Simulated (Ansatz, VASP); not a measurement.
# InAs in VASP and in Ansatz

The input INCAR:

```
SYSTEM = InAs
PREC = Accurate
ENCUT = 520
EDIFF = 1E-6
ISMEAR = 0
SIGMA = 0.028000000000000004
LREAL = .FALSE.
LASPH = .TRUE.
NELM = 60
ALGO = Normal
ISIF = 2
LWAVE = .FALSE.
LCHARG = .FALSE.
GGA = PE
NBANDS = 16
```

Contents of KPOINTS:

```
regular mesh
0
G
  8 8 8
  0 0 0
```

File POSCAR:

```
InAs
1.0
    0.0000000000      3.0180000000      3.0180000000
    3.0180000000      0.0000000000      3.0180000000
    3.0180000000      3.0180000000      0.0000000000
In As
1 1
Direct
    0.0000000000      0.0000000000      0.0000000000
    0.7500000000      0.7500000000      0.7500000000
```

The input input.yaml:

```yaml
crystal:
  lattice:
    - [0.0, 3.018, 3.018]
    - [3.018, 0.0, 3.018]
    - [3.018, 3.018, 0.0]
  atoms:
    - { symbol: In, position: [0.0, 0.0, 0.0] }
    - { symbol: As, position: [0.75, 0.75, 0.75] }
kpoints:
  mp_grid: { grid: [8, 8, 8] }
scf:
  occupations: { method: gaussian, width: 0.028 }
hamiltonian:
  xc: pbe
  pseudopotentials: { kind: all_electron, lapw: { basis_error: 0.001 } }
output:
  forces: true
  stress: true
  eigenvalues: true
```

Alike in both runs: task single point; functional PBE; k mesh 8 × 8 × 8; occupations gaussian, width 0.028 eV; no spin polarisation.

```csv
,VASP,Ansatz
version,VASP 6.6.1,Ansatz 0.2.0
potentials or method,"VASP PAW PBE potentials, release 64 (In_d, As), cutoff 520 eV","all-electron LAPW, scalar-relativistic"
```

Ansatz gave:

| Item | Value |
| --- | --- |
| gap on the k mesh at the Fermi level (eV) | none |
| pressure (GPa) | 4.3 |

What did VASP give for the same quantities?

gap on the k mesh at the Fermi level (eV): none; pressure (GPa): 4.4.

A gap of «none» marks a metal or a gap that the smearing closes. Ansatz ran all-electron here, and VASP with PAW potentials.
